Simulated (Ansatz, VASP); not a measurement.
## AlCo: VASP beside Ansatz

```xyz
2
Lattice="2.8519 0.0000 0.0000 0.0000 2.8519 0.0000 0.0000 0.0000 2.8519" Properties=species:S:1:pos:R:3 pbc="T T T"
Al    0.0000    0.0000    0.0000
Co    1.4260    1.4260    1.4260
```

Alike in both runs: functional PBE; k mesh 14 × 14 × 14; occupations gaussian, width 0.1 eV; collinear spin.

Ansatz relaxed the structure, and its values are those at the end. VASP's run is a single point on that final structure, the one shown.

```csv
,VASP,Ansatz
version,VASP 6.6.1,Ansatz 0.2.0
potentials or method,"VASP PAW PBE potentials, release 64 (Al, Co), cutoff 520 eV","scalar-relativistic, plane waves, PAW"
valence electrons in the cell,12,20
```

```tsv
	VASP	Ansatz	Ansatz less VASP
gap on the k mesh at the Fermi level (eV)	none	none	-
pressure (GPa)	0.0	0.0	+0.01
net moment per atom (μB)	0.00	0.00	0.000
```

A gap of «none» marks a metal or a gap that the smearing closes. VASP's potentials hold 12 valence electrons a cell and Ansatz's 20, so a difference there can come from the potentials and not from the codes. Ansatz's warnings: seeded moment not kept.
